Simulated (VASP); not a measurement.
# Al12H in VASP: single point with LDA

Aim: the single point of Al12H with LDA.

Everything below comes from runs of VASP 6.6.1. Logs are shortened: lines on timing, memory, paths and dates and some standing lists are left out, and cuts for length are marked.

## 1. The cell of the first run

The cell holds a slab with vacuum, 13 atoms: a = 5.634 Å, b = 5.634 Å, c = 20.032 Å, α = 90.00°, β = 90.00°, γ = 120.00°.

## 2. Single point, LDA

Contents of INCAR:

```
PREC = Accurate
ENCUT = 520
EDIFF = 1E-6
ISMEAR = 0
SIGMA = 0.1
LREAL = False
LASPH = True
NELM = 60
ALGO = Normal
ISIF = 2
LWAVE = False
LCHARG = False
LDIPOL = True
IDIPOL = 3
DIPOL = 0.5 0.5 0.327
NBANDS = 30
```

Contents of KPOINTS:

```
Automatic mesh
0
Gamma
  6 6 1
```

Contents of POSCAR:

```
Al12H
1.0
    5.6336864728      0.0000000000      0.0000000000
   -2.8168432364      4.8789156024      0.0000000000
    0.0000000000      0.0000000000     20.0321727773
Al H
12 1
Direct
    0.3333333333      0.1666666667      0.1996787889
    0.3333333333      0.6666666667      0.1996787889
    0.8333333333      0.1666666667      0.1996787889
    0.8333333333      0.6666666667      0.1996787889
    0.1666666667      0.3333333333      0.3128097090
    0.1666666667      0.8333333333      0.3128097090
    0.6666666667      0.3333333333      0.3128097090
    0.6666666667      0.8333333333      0.3128097090
    0.0000000000      0.0000000000      0.4259234818
    0.0000000000      0.5000000000      0.4259234818
    0.5000000000      0.0000000000      0.4259234818
    0.5000000000      0.5000000000      0.4259234818
    0.0000000000      0.1666666667      0.4941067779
```

Potentials or basis: VASP PAW LDA potentials, release 64 (Al, H).

Launch:

```
$ cat potpaw_LDA.64/Al/POTCAR potpaw_LDA.64/H/POTCAR > POTCAR
$ mpirun -np 1 vasp_std > vasp.out
```

OUTCAR:

```text
PREC = Accurate
   ENCUT = 520
   EDIFF = 1E-6
   ISMEAR = 0
   LREAL = False
   LASPH = True
   NELM = 60
   ISIF = 2

 ion  position               nearest neighbor table
   1  0.333  0.167  0.200-   5 2.79   6 2.79   7 2.79   4 2.82   2 2.82   2 2.82   4 2.82   3 2.82
                             3 2.82
   2  0.333  0.667  0.200-   6 2.79   5 2.79   8 2.79   3 2.82   1 2.82   1 2.82   3 2.82   4 2.82
                             4 2.82
   3  0.833  0.167  0.200-   7 2.79   8 2.79   5 2.79   4 2.82   2 2.82   4 2.82   2 2.82   1 2.82
                             1 2.82
   4  0.833  0.667  0.200-   8 2.79   7 2.79   6 2.79   3 2.82   1 2.82   3 2.82   1 2.82   2 2.82
                             2 2.82
   5  0.167  0.333  0.313-   9 2.79  12 2.79  10 2.79   1 2.79   2 2.79   3 2.79   8 2.82   6 2.82
                             6 2.82   8 2.82   7 2.82   7 2.82
   6  0.167  0.833  0.313-  10 2.79  11 2.79   9 2.79   2 2.79   1 2.79   4 2.79   7 2.82   5 2.82
                             5 2.82   7 2.82   8 2.82   8 2.82
   7  0.667  0.333  0.313-  11 2.79  10 2.79  12 2.79   3 2.79   4 2.79   1 2.79   8 2.82   6 2.82
                             8 2.82   6 2.82   5 2.82   5 2.82
   8  0.667  0.833  0.313-  12 2.79   9 2.79  11 2.79   4 2.79   3 2.79   2 2.79   7 2.82   5 2.82
                             7 2.82   5 2.82   6 2.82   6 2.82
   9  0.000  0.000  0.426-  13 1.66   5 2.79   8 2.79   6 2.79  12 2.82  10 2.82  10 2.82  12 2.82
                            11 2.82  11 2.82
  10  0.000  0.500  0.426-   6 2.79   7 2.79   5 2.79   9 2.82  11 2.82   9 2.82  11 2.82  12 2.82
                            12 2.82
  11  0.500  0.000  0.426-   7 2.79   6 2.79   8 2.79  10 2.82  12 2.82  12 2.82  10 2.82   9 2.82
                             9 2.82
  12  0.500  0.500  0.426-   8 2.79   5 2.79   7 2.79   9 2.82  11 2.82  11 2.82   9 2.82  10 2.82
                            10 2.82
  13  0.000  0.167  0.494-   9 1.66

  LATTYP: Found a hexagonal cell.
 ALAT       =     5.6336864728
 C/A-ratio  =     3.5557840987

  Lattice vectors:

 A1 = (   5.6336864728,   0.0000000000,   0.0000000000)
 A2 = (  -2.8168432364,   4.8789156024,   0.0000000000)
 A3 = (   0.0000000000,   0.0000000000,  20.0321727773)

Analysis of symmetry for initial positions (statically):
=====================================================================
 Subroutine PRICEL returns:
 Original cell was already a primitive cell.

 Routine SETGRP: Setting up the symmetry group for a
 hexagonal supercell.

 Subroutine GETGRP returns: Found  1 space group operations
 (whereof  1 operations were pure point group operations)
 out of a pool of 24 trial point group operations.

The static configuration has the point symmetry C_1 .

Analysis of symmetry for dynamics (positions and initial velocities):
=====================================================================
 Subroutine PRICEL returns:
 Original cell was already a primitive cell.

 Routine SETGRP: Setting up the symmetry group for a
 hexagonal supercell.

 Subroutine GETGRP returns: Found  1 space group operations
 (whereof  1 operations were pure point group operations)
 out of a pool of 24 trial point group operations.

The dynamic configuration has the point symmetry C_1 .

 Subroutine INISYM returns: Found  1 space group operations
 (whereof  1 operations are pure point group operations),
 and found     1 'primitive' translations

----------------------------------------------------------------------------------------

                                     Primitive cell

  volume of cell :     550.6099

  direct lattice vectors                    reciprocal lattice vectors
     5.633686473  0.000000000  0.000000000     0.177503666  0.102481789  0.000000000
    -2.816843236  4.878915602  0.000000000     0.000000000  0.204963578  0.000000000
     0.000000000  0.000000000 20.032172777     0.000000000  0.000000000  0.049919697

  length of vectors
     5.633686473  5.633686473 20.032172777     0.204963578  0.204963578  0.049919697

  position of ions in fractional coordinates (direct lattice)
     0.333333333  0.166666667  0.199678789
     0.333333333  0.666666667  0.199678789
     0.833333333  0.166666667  0.199678789
     0.833333333  0.666666667  0.199678789
     0.166666667  0.333333333  0.312809709
     0.166666667  0.833333333  0.312809709
     0.666666667  0.333333333  0.312809709
[... 45 lines left out ...]
 ===========================================

 Found     20 irreducible k-points:

 Following reciprocal coordinates:
            Coordinates               Weight
  0.000000  0.000000  0.000000      1.000000
  0.166667  0.000000  0.000000      2.000000
  0.000000  0.166667  0.000000      2.000000
 -0.166667  0.166667  0.000000      2.000000
  0.333333  0.000000  0.000000      2.000000
  0.000000  0.333333  0.000000      2.000000
[... 12 lines left out ...]
  0.500000 -0.166667  0.000000      2.000000
  0.333333  0.333333  0.000000      2.000000
   k-points           NKPTS =     20   k-points in BZ     NKDIM =     20   number of bands    NBANDS=     30
   number of dos      NEDOS =    301   number of ions     NIONS =     13
   total plane-waves  NPLWV = 264600
   dimension x,y,z NGX =    42 NGY =   42 NGZ =  150
   dimension x,y,z NGXF=    84 NGYF=   84 NGZF=  300
   ions per type =              12   1
   NGX,Y,Z   is equivalent  to a cutoff of  12.39, 12.39, 12.45 a.u.
   NGXF,Y,Z  is equivalent  to a cutoff of  24.79, 24.79, 24.90 a.u.
 SYSTEM =  unknown system
   PREC   = accura    normal or accurate (medium, high low for compatibility)
   ISTART =      0    job   : 0-new  1-cont  2-samecut
   ICHARG =      2    charge: 1-file 2-atom 10-const
   ISPIN  =      1    spin polarized calculation?
   LNONCOLLINEAR =      F non collinear calculations
   LSORBIT =      F    spin-orbit coupling
   LASPH  =      T    aspherical Exc in radial PAW
   ENCUT  =  520.0 eV  38.22 Ry    6.18 a.u.  10.47 10.47 37.25*2*pi/ulx,y,z
   NELM   =     60;   NELMIN=  2; NELMDL= -5     # of ELM steps
   EDIFF  = 0.1E-05   stopping-criterion for ELM
   LREAL  =      F    real-space projection
   EDIFFG = 0.1E-04   stopping-criterion for IOM
   NSW    =      0    number of steps for IOM
   IBRION =     -1    ionic relax: 0-MD 1-quasi-New 2-CG
   NFREE  =      0    steps in history (QN), initial steepest desc. (CG)
   ISIF   =      2    stress and relaxation
   ISYM   =      2    0-nonsym 1-usesym 2-fastsym
   POTIM  = 0.5000    time-step for ionic-motion
   TEBEG  =    0.0;   TEEND  =   0.0 temperature during run
   PSTRESS=    0.0 pullay stress
   NELECT =      37.0000    total number of electrons
   NUPDOWN=      -1.0000    fix difference up-down
   EMIN   =  10.00;   EMAX   =-10.00  energy-range for DOS
   EFERMI =   0.00;   METHOD = LEGACY
   ISMEAR =     0;   SIGMA  =   0.10  broadening in eV -4-tet -1-fermi 0-gaus
   EFERMI_NEDOS =   21; number of points for ismear=-14 and -15
   IALGO  =     38    algorithm
   IMIX   =      4    mixing-type and parameters
     AMIX     =   0.40;   BMIX     =  1.00
     AMIX_MAG =   1.60;   BMIX_MAG =  1.00
  volume/ion in A,a.u.               =      42.35       285.82
  Fermi-wavevector in a.u.,A,eV,Ry     =   0.665570  1.257746  6.027164  0.442984
  Thomas-Fermi vector in A             =   1.739606
   LORBIT       =      0    0 simple, 1 ext, 2 COOP (PROOUT), +10 PAW based schemes
   GGA     = CA    functional components
   LHFCALC =     F    Hartree Fock is set to
   AEXX    =    0.0000 exact exchange contribution
   IVDW    =     0    specifies the selected vdW correction
   LEPSILON=     F    determine dielectric tensor
   LRPA    =     F    only Hartree local field effects (RPA)
 non-spin polarized calculation
 Gauss-broadening in eV      SIGMA  =   0.10
  energy-cutoff  :      520.00
  volume of cell :      550.61
 maximum number of plane-waves:     14919
 NGX is ok and might be reduce to    42
   NGX = 21   NGY = 21   NGZ = 75

 dipolmoment           0.000000      0.000000     -0.153503 electrons x Angstroem

 number of electron      37.0000000 magnetization

 dipolmoment           0.000000      0.000000      0.032748 electrons x Angstroem

 Free energy of the ion-electron system (eV)
  ---------------------------------------------------
  ext. energy  EPLUGINS =         0.00000000
  ---------------------------------------------------
  free energy    TOTEN  =       -50.06779372 eV

  energy without entropy =      -50.05050814  energy(sigma->0) =      -50.05915093

 E-fermi :   0.1843     XC(G=0):  -4.5903

 val. band max:        0.0774728829   @ k =   0.5000  -0.1667   0.0000
 cond. band min:       0.1889508628   @ k =   0.1667   0.1667   0.0000
 fundamental gap:      0.1114779799
 Fermi energy:         0.1842637276

 k-point     1 :       0.0000    0.0000    0.0000
  band No.  band energies     occupation
      1     -10.7160      2.00000
      2      -9.0301      2.00000
      3      -6.4998      2.00000
      4      -4.9053      2.00000
      5      -4.6962      2.00000
      6      -4.6763      2.00000
[... 649 lines left out ...]
     29       3.5366      0.00000
     30       3.5534      0.00000

------------------------ aborting loop because EDIFF is reached ----------------------------------------

 vacuum level on the upper side and lower side of the slab       (xc-potential included)         0.060        -0.144

  FORCE on cell =-STRESS in cart. coord.  units (eV):
  Direction    XX          YY          ZZ          XY          YZ          ZX
  --------------------------------------------------------------------------------------
  -------------------------------------------------------------------------------------
  Total       -2.1335496     -2.6373754      1.1147549     -0.0061032     -0.0107111     -0.2540162
  in kB       -6.2082513     -7.6742950      3.2437393     -0.0177591     -0.0311675     -0.7391421
  external PRESSURE =      -3.5462690 kB  Pullay stress =       0.0000000 kB

 VOLUME and BASIS-vectors are now :
 -----------------------------------------------------------------------------
  energy-cutoff  :      520.00
  volume of cell :      550.61
      direct lattice vectors                 reciprocal lattice vectors
     5.633686473  0.000000000  0.000000000     0.177503666  0.102481789  0.000000000
    -2.816843236  4.878915602  0.000000000     0.000000000  0.204963578  0.000000000
     0.000000000  0.000000000 20.032172777     0.000000000  0.000000000  0.049919697

 POSITION                                       TOTAL-FORCE (eV/Angst)
 -----------------------------------------------------------------------------------
      1.40842      0.81315      4.00000         0.071138      0.026639     -0.112678
     -0.00000      3.25261      4.00000         0.028507      0.042483     -0.083891
      4.22526      0.81315      4.00000        -0.081471     -0.028330     -0.025417
      2.81684      3.25261      4.00000        -0.042935     -0.034576     -0.135877
      0.00000      1.62631      6.26626        -0.015211      0.064826      0.270141
     -1.40842      4.06576      6.26626         0.126781     -0.052228     -0.064414
      2.81684      1.62631      6.26626        -0.003320      0.094781     -0.048182
      1.40842      4.06576      6.26626        -0.040113     -0.036267      0.065281
      0.00000      0.00000      8.53217         0.252604     -0.267310      0.164386
     -1.40842      2.43946      8.53217        -0.009797      0.094871      0.103991
      2.81684      0.00000      8.53217        -0.301139     -0.107322     -0.104191
      1.40842      2.43946      8.53217         0.170046      0.071569     -0.041134
     -0.46947      0.81315      9.89803        -0.155092      0.130862      0.011986
 -----------------------------------------------------------------------------------
    total drift:                               -0.000007      0.000128      0.000185

  FREE ENERGIE OF THE ION-ELECTRON SYSTEM (eV)
  ---------------------------------------------------
  free  energy   TOTEN  =       -50.0677937201 eV

  energy  without entropy=      -50.0505081375  energy(sigma->0) =      -50.05915093

 vacuum level on the upper side and lower side of the slab         4.430         4.193
```

Run time: 20 min. Hardware: 1 thread of Intel Xeon 8259CL, shared host; peak memory 0.57 GiB.

Results:

```yaml
Free_energy: -50.0678 eV
Largest_force: 0.403 eV/Å
Band_gap_on_the_k_mesh: zero (an odd number of electrons rules out a gap without spin polarisation)
```

Forces in eV/Å, atoms in the order of the input:
```
Al   0.071  0.027 -0.113
Al   0.029  0.042 -0.084
Al  -0.081 -0.028 -0.025
Al  -0.043 -0.035 -0.136
Al  -0.015  0.065  0.270
Al   0.127 -0.052 -0.064
Al  -0.003  0.095 -0.048
Al  -0.040 -0.036  0.065
Al   0.253 -0.267  0.164
Al  -0.010  0.095  0.104
Al  -0.301 -0.107 -0.104
Al   0.170  0.072 -0.041
H   -0.155  0.131  0.012
```

The gap in the log of VASP goes by the Fermi energy; the results here count the filled bands.